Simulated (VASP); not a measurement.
Wanted: the native input for a VASP 6.6.1 run.

```yaml
Task: relaxation of cell and atoms
Functional: PBE
Potentials_or_basis: VASP PAW PBE potentials, release 64 (B, N)
Cutoff: 600 eV
k_mesh: 16 × 16 × 16
Occupations: fermi-dirac, width 0.08 eV
Spin: no spin polarisation
Target_pressure: 440 GPa
Dipole_correction: no
Further_INCAR_settings: ALGO = Normal; EDIFF = 1e-06; IBRION = 2; EDIFFG = -0.005; NSW = 60; ISIF = 3
```

The structure of BN (CsCl type) lies in POSCAR:

```
BN
1.0
    1.8644934571      0.0000000000      0.0000000000
    0.0000000000      1.8644934571      0.0000000000
    0.0000000000      0.0000000000      1.8644934571
B N
1 1
Direct
    0.0000000000      0.0000000000      0.0000000000
    0.5000000000      0.5000000000      0.5000000000
```

The input as run:

INCAR

```
SYSTEM = BN
PREC = Accurate
ENCUT = 600
EDIFF = 1E-6
ISMEAR = -1
SIGMA = 0.08
LREAL = .FALSE.
LASPH = .TRUE.
NELM = 60
ALGO = Normal
ISIF = 3
LWAVE = .FALSE.
LCHARG = .FALSE.
GGA = PE
IBRION = 2
NSW = 60
EDIFFG = -0.005
PSTRESS = 4400.0
```

KPOINTS

```
Automatic mesh
0
G
  16 16 16
  0 0 0
```

Potentials or basis: VASP PAW PBE potentials, release 64 (B, N).

The run is started by

```console
$ cat potpaw_PBE.64/B/POTCAR potpaw_PBE.64/N/POTCAR > POTCAR
$ mpirun -np 1 vasp_std > vasp.out
```

Results of the run:

* Relaxed volume: 3.51 Å³/atom
* Relaxed cell: a = 1.915 Å, b = 1.915 Å, c = 1.915 Å, α = 90.00°, β = 90.00°, γ = 90.00°
* Space group after relaxing (to 0.05 Å): Pm-3m (No. 221)
* Energy change on relaxing (the enthalpy is what falls): -848.7 meV/atom
* Ionic steps: 17
* Pressure after relaxing: 440.0 GPa
* Band gap on the k mesh: zero (band 4 reaches 20.44 eV, above the bottom of band 5 at 14.46 eV)

Caveat: the cell is relaxed towards a set pressure, so the enthalpy falls and the energy may rise.

Wall time 46 s on 1 thread of Intel(R) Xeon(R) Platinum 8488C (Sapphire Rapids), on a shared host, peak memory 0.12 GiB.
